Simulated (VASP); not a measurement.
A run of VASP 6.6.1:

Contents of INCAR:

```
SYSTEM = Ca
ALGO = Normal
EDIFF = 1E-6
ENCUT = 520
GGA = PE
ISIF = 2
ISMEAR = -1
LASPH = .TRUE.
LCHARG = .FALSE.
LREAL = .FALSE.
LWAVE = .FALSE.
NBANDS = 17
NELM = 100
PREC = Accurate
SIGMA = 0.05
```

The input KPOINTS:

```
k-points
0
G
  12 12 12
  0 0 0
```

Contents of POSCAR:

```
Ca
1.0
   -3.1017354397      3.1017354397      1.6776983941
    3.1017354397     -3.1017354397      1.6776983941
    3.1017354397      3.1017354397     -1.6776983941
Ca
2
Direct
   -0.3750000000     -0.1250000000     -0.2500000000
    0.3750000000      0.1250000000      0.2500000000
```

Potentials or basis: VASP PAW PBE potentials, release 64 (Ca_sv).

Run with:

```bash
$ cat potpaw_PBE.64/Ca_sv/POTCAR > POTCAR
$ mpirun -np 1 vasp_std > vasp.out
```

Hardware: 1 thread of Intel(R) Xeon(R) 6975P-C (Granite Rapids), on a shared host.

**Question.** How long does it take, and how much memory?

**Answer.** It took 66 s on 1 thread of Intel(R) Xeon(R) 6975P-C (Granite Rapids), with other jobs on the host, peak memory 0.3 GiB. Counts: scf iterations 12, k points 163.
